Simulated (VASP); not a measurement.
# V: relaxation of cell and atoms with PBEsol

The system is V.

```xyz
1
Lattice="-1.4698 1.4698 1.4698 1.4698 -1.4698 1.4698 1.4698 1.4698 -1.4698" Properties=species:S:1:pos:R:3 pbc="T T T"
V     0.0000    0.0000    0.0000
```

```yaml
Program: VASP 6.6.1
Task: relaxation of cell and atoms
Functional: PBEsol
Potentials_or_basis: VASP PAW PBE potentials, release 64 (V_sv)
Cutoff: 600 eV
k_mesh: 20 × 20 × 20
Occupations: gaussian, width 0.1 eV
Spin: no spin polarisation
Target_pressure: 4 GPa
Dipole_correction: no
Further_INCAR_settings: ALGO = Fast; EDIFF = 1e-06; IBRION = 2; EDIFFG = -0.008; NSW = 70; ISIF = 3
```

```json
{"Relaxed volume": "12.71 Å³/atom", "Relaxed cell": "a = 2.547 Å, b = 2.547 Å, c = 2.547 Å, α = 109.47°, β = 109.47°, γ = 109.47°", "Space group after relaxing (to 0.1 Å)": "Im-3m (No. 229)", "Energy change on relaxing (the run minimises the enthalpy)": "-0.3 meV/atom", "Ionic steps": "4", "Pressure after relaxing": "4.1 GPa", "Band gap on the k mesh": "zero (an odd number of electrons rules out a gap without spin polarisation)"}
```

The path:
| step | energy change (eV) | largest force (eV/Å) | pressure (GPa) | volume (Å³) |
| --- | --- | --- | --- | --- |
| 1 | 0.0000 | 0.0000 | 4.41 | 12.70 |
| 2 | -0.0014 | 0.0000 | 3.04 | 12.76 |
| 3 | -0.0004 | 0.0000 | 3.80 | 12.72 |
| 4 | -0.0003 | 0.0000 | 4.05 | 12.71 |

Final structure:
```yaml
crystal:
  lattice:
    - [-1.47024, 1.47024, 1.47024]
    - [1.47024, -1.47024, 1.47024]
    - [1.47024, 1.47024, -1.47024]
  atoms:
    - { symbol: V, position: [0.00000, 0.00000, 0.00000] }
```

Levels at points of the mesh, in eV from the Fermi level:
| k point | band 2 | band 3 | band 4 | band 5 | band 6 | band 7 | band 8 | band 9 | band 10 |
| --- | --- | --- | --- | --- | --- | --- | --- | --- | --- |
| (0.00, 0.00, 0.00) | -36.71 | -36.71 | -36.71 | -6.71 | 0.42 | 0.42 | 0.42 | 2.58 | 2.58 |
| (0.50, 0.00, 0.00) | -37.80 | -37.04 | -36.72 | -3.39 | -1.25 | 1.87 | 2.60 | 2.98 | 4.47 |
| (0.50, 0.50, 0.50) | -37.45 | -37.45 | -37.45 | -3.28 | -3.28 | 4.03 | 4.03 | 4.03 | 10.74 |

Wall time 77 s on 1 thread of Intel Xeon 8259CL (shared host), peak memory 0.16 GiB.

Caveat: the cell is relaxed towards a set pressure, so the run minimises the enthalpy, not the energy; the PAW data sets were made with another functional, which shifts forces and pressure a little.
